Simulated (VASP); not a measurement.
# TiCo (Pm-3m) in VASP: single point with PBE

Aim: the single point of TiCo with PBE.

Program: VASP 6.6.1. These are calculated values, not measurements. Logs are shortened: lines on timing, memory, paths and dates and some standing lists are left out, and cuts for length are marked.

## 1. The cell of the first run

It takes space group Pm-3m (No. 221, cubic). Conventional cell: a = 2.986 Å, b = 2.986 Å, c = 2.986 Å, α = 90.00°, β = 90.00°, γ = 90.00°. Ti (site symmetry m-3m) has 8 Co at 2.59 Å and 6 Ti at 2.99 Å within 3.4 Å. Within 3.4 Å of Co (site symmetry m-3m) lie 8 Ti at 2.59 Å and 6 Co at 2.99 Å.

## 2. Single point, PBE, collinear spin, ferromagnetic start

POSCAR

```
TiCo
1.0
    2.9861109900      0.0000000000      0.0000000000
    0.0000000000      2.9861109900      0.0000000000
    0.0000000000      0.0000000000      2.9861109900
Ti Co
1 1
Direct
    0.0000000000      0.0000000000      0.0000000000
    0.5000000000      0.5000000000      0.5000000000
```

INCAR.step1

```
SYSTEM = TiCo
PREC = Accurate ; ENCUT = 520
EDIFF = 1E-6 ; ISMEAR = 0
SIGMA = 0.05 ; LREAL = .FALSE.
LASPH = .TRUE. ; NELM = 150
ALGO = Normal ; ISIF = 2
LWAVE = .FALSE. ; LCHARG = .TRUE.
ISPIN = 2 ; MAGMOM = 0 1.1
LMAXMIX = 4 ; GGA = PE
NBANDS = 22
```

KPOINTS.step1

```
regular mesh
0
G
  16 16 16
  0 0 0
```

INCAR.step2

```
SYSTEM = TiCo
PREC = Accurate ; ENCUT = 520
EDIFF = 1E-6 ; ISMEAR = -5
SIGMA = 0.05 ; LREAL = .FALSE.
LASPH = .TRUE. ; NELM = 150
ALGO = Normal ; ISIF = 2
LWAVE = .FALSE. ; LCHARG = .FALSE.
ISPIN = 2 ; MAGMOM = 0 1.1
LORBIT = 10 ; LMAXMIX = 4
GGA = PE ; NBANDS = 22
NEDOS = 2001 ; ICHARG = 11
```

KPOINTS.step2

```
regular mesh
0
G
  24 24 24
  0 0 0
```

Potentials or basis: VASP PAW PBE potentials, release 64 (Ti_sv, Co).

Run with:

```console
> cat potpaw_PBE.64/Ti_sv/POTCAR potpaw_PBE.64/Co/POTCAR > POTCAR
> cp INCAR.step1 INCAR
> cp KPOINTS.step1 KPOINTS
> mpirun -np 1 vasp_std > vasp.out
> cp INCAR.step2 INCAR
> cp KPOINTS.step2 KPOINTS
> mpirun -np 1 vasp_std > vasp.out
```

OUTCAR:

```text
SYSTEM = TiCo
   PREC = Accurate
   ENCUT = 520
   EDIFF = 1E-6
   ISMEAR = -5
   LREAL = .FALSE.
   LASPH = .TRUE.
   NELM = 150
   ISIF = 2
   ISPIN = 2
   LORBIT = 10
   GGA = PE
   ICHARG = 11

 ion  position               nearest neighbor table
   1  0.000  0.000  0.000-   2 2.59   2 2.59   2 2.59   2 2.59   2 2.59   2 2.59   2 2.59   2 2.59

   2  0.500  0.500  0.500-   1 2.59   1 2.59   1 2.59   1 2.59   1 2.59   1 2.59   1 2.59   1 2.59

  LATTYP: Found a simple cubic cell.
 ALAT       =     2.9861109900

  Lattice vectors:

 A1 = (   2.9861109900,   0.0000000000,   0.0000000000)
 A2 = (   0.0000000000,   2.9861109900,   0.0000000000)
 A3 = (   0.0000000000,   0.0000000000,   2.9861109900)

Analysis of symmetry for initial positions (statically):
=====================================================================
 Subroutine PRICEL returns:
 Original cell was already a primitive cell.

 Routine SETGRP: Setting up the symmetry group for a
 simple cubic supercell.

 Subroutine GETGRP returns: Found 48 space group operations
 (whereof 48 operations were pure point group operations)
 out of a pool of 48 trial point group operations.

The static configuration has the point symmetry O_h .

Analysis of symmetry for dynamics (positions and initial velocities):
=====================================================================
 Subroutine PRICEL returns:
 Original cell was already a primitive cell.

 Routine SETGRP: Setting up the symmetry group for a
 simple cubic supercell.

 Subroutine GETGRP returns: Found 48 space group operations
 (whereof 48 operations were pure point group operations)
 out of a pool of 48 trial point group operations.

The dynamic configuration has the point symmetry O_h .

Analysis of structural, dynamic, and magnetic symmetry:
=====================================================================
 Subroutine PRICEL returns:
 Original cell was already a primitive cell.

 Routine SETGRP: Setting up the symmetry group for a
 simple cubic supercell.

 Subroutine GETGRP returns: Found 48 space group operations
 (whereof 48 operations were pure point group operations)
 out of a pool of 48 trial point group operations.

The overall configuration has the point symmetry O_h .

 Subroutine INISYM returns: Found 48 space group operations
 (whereof 48 operations are pure point group operations),
 and found     1 'primitive' translations

----------------------------------------------------------------------------------------

                                     Primitive cell

  volume of cell :      26.6267

  direct lattice vectors                    reciprocal lattice vectors
     2.986110990  0.000000000  0.000000000     0.334883735  0.000000000  0.000000000
     0.000000000  2.986110990  0.000000000     0.000000000  0.334883735  0.000000000
     0.000000000  0.000000000  2.986110990     0.000000000  0.000000000  0.334883735

  length of vectors
     2.986110990  2.986110990  2.986110990     0.334883735  0.334883735  0.334883735

  position of ions in fractional coordinates (direct lattice)
     0.000000000  0.000000000  0.000000000
     0.500000000  0.500000000  0.500000000

  ion indices of the primitive-cell ions
   primitive index   ion index
                 1           1
                 2           2

----------------------------------------------------------------------------------------

 KPOINTS: regular mesh

Automatic generation of k-mesh.
 Grid dimensions read from file:
 generate k-points for:   24   24   24

 Generating k-lattice:

  Cartesian coordinates                     Fractional coordinates (reciprocal lattice)
     0.013953489  0.000000000  0.000000000     0.041666667  0.000000000  0.000000000
     0.000000000  0.013953489  0.000000000     0.000000000  0.041666667  0.000000000
     0.000000000  0.000000000  0.013953489     0.000000000  0.000000000  0.041666667

  Length of vectors
     0.013953489  0.013953489  0.013953489

  Shift w.r.t. Gamma in fractional coordinates (k-lattice)
     0.000000000  0.000000000  0.000000000

 TETIRR: Found   6890 inequivalent tetrahedra from    82944

 Subroutine IBZKPT returns following result:
 ===========================================

 Found    455 irreducible k-points:

 Following reciprocal coordinates:
            Coordinates               Weight
  0.000000  0.000000  0.000000      1.000000
  0.041667  0.000000  0.000000      6.000000
  0.083333  0.000000  0.000000      6.000000
  0.125000  0.000000  0.000000      6.000000
  0.166667  0.000000  0.000000      6.000000
  0.208333  0.000000  0.000000      6.000000
[... 16 lines left out ...]
  0.416667  0.041667  0.000000     24.000000
  0.458333  0.041667  0.000000     24.000000
 [... further k-points ...]
   k-points           NKPTS =    455   k-points in BZ     NKDIM =    455   number of bands    NBANDS=     22
   number of dos      NEDOS =   2001   number of ions     NIONS =      2
   total plane-waves  NPLWV =  13824
   dimension x,y,z NGX =    24 NGY =   24 NGZ =   24
   dimension x,y,z NGXF=    48 NGYF=   48 NGZF=   48
   ions per type =               1   1
   NGX,Y,Z   is equivalent  to a cutoff of  13.36, 13.36, 13.36 a.u.
   NGXF,Y,Z  is equivalent  to a cutoff of  26.72, 26.72, 26.72 a.u.
 SYSTEM =  TiCo
   PREC   = accura    normal or accurate (medium, high low for compatibility)
   ISTART =      0    job   : 0-new  1-cont  2-samecut
   ICHARG =     11    charge: 1-file 2-atom 10-const
   ISPIN  =      2    spin polarized calculation?
   LNONCOLLINEAR =      F non collinear calculations
   LSORBIT =      F    spin-orbit coupling
   LASPH  =      T    aspherical Exc in radial PAW
   ENCUT  =  520.0 eV  38.22 Ry    6.18 a.u.   5.55  5.55  5.55*2*pi/ulx,y,z
   NELM   =    150;   NELMIN=  2; NELMDL=  0     # of ELM steps
   EDIFF  = 0.1E-05   stopping-criterion for ELM
   LREAL  =      F    real-space projection
   EDIFFG = 0.1E-04   stopping-criterion for IOM
   NSW    =      0    number of steps for IOM
   IBRION =     -1    ionic relax: 0-MD 1-quasi-New 2-CG
   NFREE  =      0    steps in history (QN), initial steepest desc. (CG)
   ISIF   =      2    stress and relaxation
   ISYM   =      2    0-nonsym 1-usesym 2-fastsym
   POTIM  = 0.5000    time-step for ionic-motion
   TEBEG  =    0.0;   TEEND  =   0.0 temperature during run
   PSTRESS=    0.0 pullay stress
   NELECT =      21.0000    total number of electrons
   NUPDOWN=      -1.0000    fix difference up-down
   EMIN   =  10.00;   EMAX   =-10.00  energy-range for DOS
   EFERMI =   0.00;   METHOD = LEGACY
   ISMEAR =    -5;   SIGMA  =   0.05  broadening in eV -4-tet -1-fermi 0-gaus
   EFERMI_NEDOS =   21; number of points for ismear=-14 and -15
   IALGO  =     38    algorithm
   IMIX   =      4    mixing-type and parameters
     AMIX     =   0.40;   BMIX     =  1.00
     AMIX_MAG =   1.60;   BMIX_MAG =  1.00
  volume/ion in A,a.u.               =      13.31        89.84
  Fermi-wavevector in a.u.,A,eV,Ry     =   1.512546  2.858298 31.127355  2.287796
  Thomas-Fermi vector in A             =   2.622456
   LORBIT       =     10    0 simple, 1 ext, 2 COOP (PROOUT), +10 PAW based schemes
   GGA     = PE    functional components
   LHFCALC =     F    Hartree Fock is set to
   AEXX    =    0.0000 exact exchange contribution
   IVDW    =     0    specifies the selected vdW correction
   LEPSILON=     F    determine dielectric tensor
   LRPA    =     F    only Hartree local field effects (RPA)
 spin polarized calculation
 Fermi weights with tetrahedron method with Bloechl corrections
  energy-cutoff  :      520.00
  volume of cell :       26.63
 maximum number of plane-waves:       739
 NGX is ok and might be reduce to    24

 number of electron      20.9999983 magnetization       0.8923263

 Free energy of the ion-electron system (eV)
  ---------------------------------------------------
  ext. energy  EPLUGINS =         0.00000000
  ---------------------------------------------------
  free energy    TOTEN  =       -15.67558770 eV

  energy without entropy =      -15.67558770  energy(sigma->0) =      -15.67558770

 E-fermi :   9.9264     XC(G=0): -12.5757

 val. band max:        9.9505640226   @ k =   0.5000   0.5000   0.0833
 cond. band min:       9.9028535507   @ k =   0.4583   0.4583   0.1250
 fundamental gap:     -0.0477104720
 Fermi energy:         9.9264156270

 spin component 1

 k-point     1 :       0.0000    0.0000    0.0000
  band No.  band energies     occupation
      1     -47.2278      1.00000
      2     -23.3197      1.00000
      3     -23.3197      1.00000
      4     -23.3197      1.00000
      5       2.2422      1.00000
      6       5.7320      1.00000
[... 14 lines left out ...]
     21      29.2409      0.00000
     22      30.8729      0.00000
[... 552 lines left out ...]
  band No.  band energies     occupation
      1     -47.1963      1.00000
      2     -23.6116      1.00000
      3     -23.3028      1.00000
      4     -23.2976      1.00000
      5       5.4638      1.00000
      6       6.2747      1.00000
[... 14 lines left out ...]
     21      26.8421      0.00000
     22      27.0935      0.00000

 [... further k-points ...]

 spin component 2

 k-point     1 :       0.0000    0.0000    0.0000
  band No.  band energies     occupation
      1     -47.2423      1.00000
      2     -23.3351      1.00000
      3     -23.3351      1.00000
      4     -23.3351      1.00000
      5       2.2350      1.00000
      6       6.4285      1.00000
[... 14 lines left out ...]
     21      29.4099      0.00000
     22      30.7553      0.00000
[... 552 lines left out ...]
  band No.  band energies     occupation
      1     -47.2104      1.00000
      2     -23.6299      1.00000
      3     -23.3181      1.00000
      4     -23.3128      1.00000
      5       5.6280      1.00000
      6       6.4128      1.00000
[... 14 lines left out ...]
     21      26.9098      0.00000
     22      27.1415      0.00000

 [... further k-points ...]
[... 5 lines left out ...]
  --------------------------------------------------------------------------------------
  -------------------------------------------------------------------------------------
  Total       -0.1368458     -0.1368458     -0.1368458      0.0000000      0.0000000     -0.0000000
  in kB       -8.2342532     -8.2342532     -8.2342532      0.0000000      0.0000000     -0.0000000
  external PRESSURE =      -8.2342532 kB  Pullay stress =       0.0000000 kB

 VOLUME and BASIS-vectors are now :
 -----------------------------------------------------------------------------
  energy-cutoff  :      520.00
  volume of cell :       26.63
      direct lattice vectors                 reciprocal lattice vectors
     2.986110990  0.000000000  0.000000000     0.334883735  0.000000000  0.000000000
     0.000000000  2.986110990  0.000000000     0.000000000  0.334883735  0.000000000
     0.000000000  0.000000000  2.986110990     0.000000000  0.000000000  0.334883735

 POSITION                                       TOTAL-FORCE (eV/Angst)
 -----------------------------------------------------------------------------------
      0.00000      0.00000      0.00000         0.000000      0.000000      0.000000
      1.49306      1.49306      1.49306         0.000000      0.000000      0.000000
 -----------------------------------------------------------------------------------
    total drift:                                0.000000      0.000000     -0.000000

  FREE ENERGIE OF THE ION-ELECTRON SYSTEM (eV)
  ---------------------------------------------------
  free  energy   TOTEN  =       -15.6755876971 eV

  energy  without entropy=      -15.6755876971  energy(sigma->0) =      -15.67558770

 total charge

# of ion       s       p       d       tot
------------------------------------------
    1        2.247   6.181   1.858  10.286
    2        0.526   0.463   7.296   8.284
--------------------------------------------------
tot          2.774   6.643   9.154  18.571

 magnetization (x)

# of ion       s       p       d       tot
------------------------------------------
    1       -0.002  -0.013  -0.019  -0.035
    2        0.029  -0.005   0.948   0.972
--------------------------------------------------
tot          0.026  -0.018   0.929   0.937
```

Wall time 5.4 min (1 thread of Intel Xeon Platinum 8259CL at 2.50GHz (Skylake/Cascade Lake), shared host); peak memory 0.51 GiB.

What came out:

```yaml
Net_moment: 0.89 μB per cell
Site_moments: Ti -0.04; Co +0.97 μB
Valence_electrons_inside_the_program's_atomic_spheres: Ti 10.29; Co 8.28
```

Caveat: tetrahedron occupations give inexact forces and stress in metals.
